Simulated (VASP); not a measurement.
Here is a VASP 6.6.1 calculation.

File INCAR:

```
PREC = Accurate
ENCUT = 520
EDIFF = 1E-8
ISMEAR = 0
SIGMA = 0.01
LREAL = F
LASPH = T
NELM = 60
ALGO = Normal
ISIF = 2
LWAVE = F
LCHARG = F
GGA = PE
NBANDS = 18
IBRION = 8
NSW = 1
LEPSILON = T
```

Contents of KPOINTS:

```
Automatic mesh
0
Gamma
  8 8 8
```

The input POSCAR:

```
HfO2
1.0
    0.0000000000      2.5453710076      2.5453710076
    2.5453710076      0.0000000000      2.5453710076
    2.5453710076      2.5453710076      0.0000000000
Hf O
1 2
Direct
    0.0000000000      0.0000000000      0.0000000000
    0.2500000000      0.2500000000      0.2500000000
    0.7500000000      0.7500000000      0.7500000000
```

Potentials or basis: VASP PAW PBE potentials, release 64 (Hf_pv, O).

The run is started by

```sh
$ cat potpaw_PBE.64/Hf_pv/POTCAR potpaw_PBE.64/O/POTCAR > POTCAR
$ mpirun -np 1 vasp_std > vasp.out
```

(1) Estimate the electronic dielectric tensor (diagonal).

(2) Predict the Born charges (mean of the diagonal).

(3) Estimate the highest phonon frequency at Γ, LO-TO splitting left out.

Answers

(1) 5.26.

(2) Hf +5.51; O -2.76 e.

(3) 562 cm⁻¹.

Caveat: the cell wasn't relaxed at this level first, which shifts response properties.
